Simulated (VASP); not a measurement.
Set up this calculation in VASP 6.6.1, as the native input.

```yaml
Task: single point
Functional: PBE
Potentials_or_basis: VASP PAW PBE potentials, release 64 (Be, Te, Se)
Cutoff: 600 eV
k_mesh: 3 × 3 × 2
Occupations: gaussian, width 0.15 eV
Spin: no spin polarisation
Dipole_correction: no
Further_INCAR_settings: ALGO = Normal; EDIFF = 1e-06; NBANDS = 21
```

The structure of Be3TeSe2 lies in POSCAR:

```
Be3TeSe2
1.0
    5.0182863790      0.0000000000      0.0000000000
   -2.5091431895      4.3459634877      0.0000000000
    0.0000000000      0.0000000000      6.2025598684
Be Te Se
3 1 2
Direct
    0.6666666667      0.3333333333      0.6563030373
    0.6666666667      0.3333333333      0.3436969627
    0.0000000000      0.0000000000      0.0000000000
    0.3333333333      0.6666666667      0.0000000000
    0.3333333333      0.6666666667      0.5000000000
    0.6666666667      0.3333333333      0.0000000000
```

The input as run:

INCAR

```
SYSTEM = Be3TeSe2
ALGO = Normal
EDIFF = 1E-6
ENCUT = 600
GGA = PE
GGA_COMPAT = .FALSE.
ISIF = 2
ISMEAR = 0
LASPH = .TRUE.
LCHARG = .FALSE.
LREAL = .FALSE.
LWAVE = .FALSE.
NBANDS = 21
NELM = 120
PREC = Accurate
SIGMA = 0.15
```

KPOINTS

```
k-points
0
G
  3 3 2
  0 0 0
```

Potentials or basis: VASP PAW PBE potentials, release 64 (Be, Te, Se).

Run with:

```console
$ cat potpaw_PBE.64/Be/POTCAR potpaw_PBE.64/Te/POTCAR potpaw_PBE.64/Se/POTCAR > POTCAR
$ mpirun -np 1 vasp_std > vasp.out
```

It gave:

```json
{"Pressure": "0.0 GPa", "Largest force": "0.027 eV/Å", "Band gap on the k mesh": "zero (band 12 reaches 3.87 eV, above the bottom of band 13 at 2.53 eV)"}
```

Caveat: the k points lie up to 0.51 Å⁻¹ apart; spin-orbit coupling is left out, which moves the levels of the heavy elements.

It took 21 s on 1 thread of Intel(R) Xeon(R) Platinum 8488C (Sapphire Rapids), on a shared host, peak memory 0.26 GiB.
